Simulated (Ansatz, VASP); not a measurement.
One calculation of BiAuCl4, two programs

```
CELL_PARAMETERS angstrom
0.00000 4.11980 4.11980
4.11980 0.00000 4.11980
4.11980 4.11980 0.00000
ATOMIC_POSITIONS crystal
Bi 0.00000 0.00000 0.00000
Au 0.75000 0.75000 0.75000
Cl 0.37599 0.87204 0.37599
Cl 0.37599 0.37599 0.87204
Cl 0.37599 0.37599 0.37599
Cl 0.87204 0.37599 0.37599
```

Alike in both runs: functional PBE; k mesh 8 × 8 × 8; occupations gaussian, width 0.1 eV; no spin polarisation.

Ansatz relaxed the structure, and its values are those at the end. VASP's run is a single point on that final structure, the one shown.

```csv
,VASP,Ansatz
version,VASP 6.6.1,Ansatz 0.2.0
potentials or method,"VASP PAW PBE potentials, release 64 (Bi_d, Au, Cl), cutoff 520 eV","scalar-relativistic, plane waves, PAW"
valence electrons in the cell,54,62
```

```tsv
	VASP	Ansatz	Ansatz less VASP
gap on the k mesh at the Fermi level (eV)	none	none	-
pressure (GPa)	-0.1	0.0	+0.11
rms of the force components (eV/Å)	0.005	0.005	-0.0002
```

A gap of «none» marks a metal or a gap that the smearing closes. VASP's potentials hold 54 valence electrons a cell and Ansatz's 62, so a difference there can come from the potentials and not from the codes.

Spin-orbit coupling is off throughout.
